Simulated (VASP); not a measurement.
Input of a VASP 6.6.1 run:

POSCAR

```
SmS
1.0
    0.0000000000      2.9209606303      2.9209606303
    2.9209606303      0.0000000000      2.9209606303
    2.9209606303      2.9209606303      0.0000000000
Sm S
1 1
Direct
    0.5000000000      0.5000000000      0.5000000000
    0.0000000000      0.0000000000      0.0000000000
```

File INCAR.step1:

```
SYSTEM = SmS
PREC = Accurate
ENCUT = 520
ISMEAR = 0
SIGMA = 0.1
LREAL = .FALSE.
LASPH = .TRUE.
NELM = 150
ISPIN = 2
MAGMOM = 6.27 0
LMAXMIX = 6
NBANDS = 22
GGA = PE
ALGO = Normal
EDIFF = 1E-4
LWAVE = .TRUE.
LCHARG = .FALSE.
```

File INCAR.step2:

```
SYSTEM = SmS
PREC = Accurate
ENCUT = 520
EDIFF = 1E-6
ISMEAR = 0
SIGMA = 0.1
LREAL = .FALSE.
LASPH = .TRUE.
NELM = 150
ALGO = Normal
ISIF = 2
LWAVE = .FALSE.
LCHARG = .FALSE.
ISPIN = 2
MAGMOM = 6.27 0
LORBIT = 11
LMAXMIX = 6
METAGGA = R2SCAN
LMIXTAU = .TRUE.
NBANDS = 22
ISTART = 1
```

File KPOINTS:

```
regular mesh
0
G
  12 12 12
  0 0 0
```

Potentials or basis: VASP PAW PBE potentials, release 64 (Sm, S).

The run is started by

```sh
$ cat potpaw_PBE.64/Sm/POTCAR potpaw_PBE.64/S/POTCAR > POTCAR
$ cp INCAR.step1 INCAR
$ mpirun -np 1 vasp_std > vasp.out
$ cp INCAR.step2 INCAR
$ mpirun -np 1 vasp_std > vasp.out
```

**Question.** What does it give for the site moments?

**Answer.** Sm +5.44; S -0.08 μB.

**Question.** Predict the pressure.

**Answer.** -0.5 GPa.

**Question.** Predict the net moment.

**Answer.** 5.89 μB per cell.

Caveat: the magnetic or orbital state may not be the lowest; the PAW data sets were made with another functional, which shifts forces and pressure a little. The state reached can hang on the start; a lower one may exist.
